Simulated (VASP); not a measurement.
Zn: single point with PBE

The system is Zn.

```xyz
2
Lattice="2.5876 0.0000 0.0000 -1.2938 2.2409 0.0000 0.0000 0.0000 4.6554" Properties=species:S:1:pos:R:3 pbc="T T T"
Zn    0.0000    1.4940    1.1639
Zn    1.2938    0.7470    3.4916
```

This cell differs from its parent crystal: volume scaled by 0.88, then relaxed in part.

- Program: VASP 6.6.1
- Task: single point
- Functional: PBE
- Potentials or basis: VASP PAW PBE potentials, release 64 (Zn)
- Cutoff: 520 eV
- k mesh: 18 × 18 × 8
- Occupations: gaussian, width 0.1 eV
- Spin: no spin polarisation

```
Pressure               : 11.3 GPa
Band gap on the k mesh : zero (band 12 reaches 5.55 eV, above the bottom of band 13 at 1.48 eV)
```

Stress tensor (GPa, compression positive):
```
11.40  0.00  0.00
 0.00 11.40  0.00
 0.00  0.00 11.10
```

Levels at points of the mesh, in eV from the Fermi level:
```tsv
k point	band 8	band 9	band 10	band 11	band 12	band 13	band 14	band 15	band 16	band 17
(0.00, 0.00, 0.00)	-7.70	-7.70	-7.40	-7.40	-4.21	-2.65	15.80	18.26	18.26	19.10
(0.50, 0.00, 0.00)	-7.39	-7.22	-7.19	-3.44	-2.50	3.05	3.57	4.94	5.96	10.33
(0.00, 0.00, 0.50)	-8.11	-7.51	-7.51	-7.51	-7.51	5.54	5.54	19.78	19.78	19.78
(0.50, 0.00, 0.50)	-7.42	-7.20	-7.20	-2.41	-2.41	0.18	0.18	11.32	11.32	12.46
```

Run time: 32 s on 1 thread of Intel(R) Xeon(R) 6975P-C (Granite Rapids), on a shared host, peak memory 0.19 GiB.
